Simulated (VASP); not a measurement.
## Rh: single point with PBE

The system is Rh.

```xyz
2
Lattice="2.7935 0.0000 0.0000 -1.3968 2.4192 0.0000 0.0000 0.0000 4.5079" Properties=species:S:1:pos:R:3 pbc="T T T"
Rh    0.0000    1.6128    1.1270
Rh    1.3968    0.8064    3.3809
```

This cell differs from its parent crystal: volume scaled by 1.08.

```
Program                : VASP 6.6.1
Task                   : single point
Functional             : PBE
Potentials or basis    : VASP PAW PBE potentials, release 64 (Rh_pv)
Cutoff                 : 520 eV
k mesh                 : 15 × 15 × 8
Occupations            : fermi-dirac, width 0.05 eV
Spin                   : collinear spin, ferromagnetic start
Starting moments       : [1.0, 1.0] μB
Dipole correction      : no
Further INCAR settings : ALGO = Normal; EDIFF = 1e-06; NBANDS = 26
```

```json
{
  "Pressure": "-16.0 GPa",
  "Band gap on the k mesh": "zero (filled and empty bands overlap)",
  "Net moment": "0.02 μB per cell",
  "Valence electrons inside the program's atomic spheres": "Rh 13.62"
}
```

Stress tensor (GPa, compression positive):
```
-15.69   0.00   0.00
  0.00 -15.69   0.00
  0.00   0.00 -16.70
```

Levels at points of the mesh, in eV from the Fermi level:
Spin up:
| k point | band 11 | band 12 | band 13 | band 14 | band 15 | band 16 | band 17 | band 18 | band 19 | band 20 |
| --- | --- | --- | --- | --- | --- | --- | --- | --- | --- | --- |
| (0.00, 0.00, 0.00) | -2.58 | -2.13 | -2.13 | -1.64 | -1.64 | 0.11 | 0.11 | 0.88 | 7.70 | 15.82 |
| (0.00, 0.00, 0.50) | -2.68 | -2.68 | -2.68 | -2.68 | -0.38 | -0.38 | -0.38 | -0.38 | 14.33 | 14.33 |
Spin down:
```
           k point  band 12  band 13  band 14  band 15  band 16  band 17  band 18  band 19
(0.00, 0.00, 0.00)    -2.13    -2.13    -1.64    -1.64     0.12     0.12     0.88     7.71
(0.00, 0.00, 0.50)    -2.67    -2.67    -2.67    -0.38    -0.38    -0.38    -0.38    14.33
```

Wall time 2.2 min on 1 thread of Intel Xeon 6975P-C, on a shared host, peak memory 0.27 GiB.
